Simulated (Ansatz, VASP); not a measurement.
One calculation of SrTiO3, two programs

```xyz
5
Lattice="3.9050 0.0000 0.0000 0.0000 3.9050 0.0000 0.0000 0.0000 3.8269" Properties=species:S:1:pos:R:3 pbc="T T T"
Sr    0.0000    0.0000    0.0000
Ti    1.9525    1.9525    1.9135
O     0.0000    1.9525    1.9135
O     1.9525    0.0000    1.9135
O     1.9525    1.9525    0.0000
```

Change from the starting cell: z stretched by -2 %, ions relaxed.

Alike in both runs: functional PBE; k mesh 8 × 8 × 8; occupations fermi-dirac, width 0.02 eV; no spin polarisation.

Ansatz relaxed the structure, and its values are those at the end. VASP's run is a single point on that final structure, the one shown.

|  | VASP | Ansatz |
| --- | --- | --- |
| version | VASP 6.6.1 | Ansatz 0.2.0 |
| potentials or method | VASP PAW PBE potentials, release 64 (Sr_sv, Ti_sv, O) | plane-wave PAW, scalar-relativistic |
| plane-wave cutoff (eV) | 600 | 420 |
| valence electrons in the cell | 40 | 40 |

```csv
,VASP,Ansatz,Ansatz less VASP
gap on the k mesh at the Fermi level (eV),1.86,1.89,+0.033
pressure (GPa),8.9,8.4,-0.49
```

Ansatz's warnings: stress scf threshold loose.
